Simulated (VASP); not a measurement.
Set up this calculation in VASP 6.6.1, as the native input.

| Property | Result |
| --- | --- |
| Task | single point |
| Functional | PBE |
| Potentials or basis | VASP PAW PBE potentials, release 64 (B, P) |
| Cutoff | 520 eV |
| k mesh | 8 × 8 × 8 |
| Occupations | fermi-dirac, width 0.02 eV |
| Spin | no spin polarisation |
| Dipole correction | no |
| Further INCAR settings | ALGO = Normal; EDIFF = 1e-06; NBANDS = 11 |

The structure of BP lies in POSCAR:

```
BP
1.0
    0.0000000000      2.2690000000      2.2803450000
    2.2690000000      0.0000000000      2.2803450000
    2.2690000000      2.2690000000      0.0000000000
B P
1 1
Direct
    0.0000000000      0.0000000000      0.0000000000
    0.2500000000      0.2500000000      0.2500000000
```

The input as run:

INCAR

```
SYSTEM = BP
PREC = Accurate
ENCUT = 520
EDIFF = 1E-6
ISMEAR = -1
SIGMA = 0.02
LREAL = .FALSE.
LASPH = .TRUE.
NELM = 60
ALGO = Normal
ISIF = 2
LWAVE = .FALSE.
LCHARG = .FALSE.
GGA = PE
NBANDS = 11
```

KPOINTS

```
regular mesh
0
G
  8 8 8
  0 0 0
```

Potentials or basis: VASP PAW PBE potentials, release 64 (B, P).

Command:

```console
$ cat potpaw_PBE.64/B/POTCAR potpaw_PBE.64/P/POTCAR > POTCAR
$ mpirun -np 1 vasp_std > vasp.out
```

It gave:

The pressure is 0.1 GPa and the band gap on the k mesh is 1.24 eV, indirect (least direct gap 3.37 eV).

Run time: 6.8 s on 1 thread of AMD EPYC 9R45 96-Core Processor (Zen 5) (shared host), peak memory 0.11 GiB.
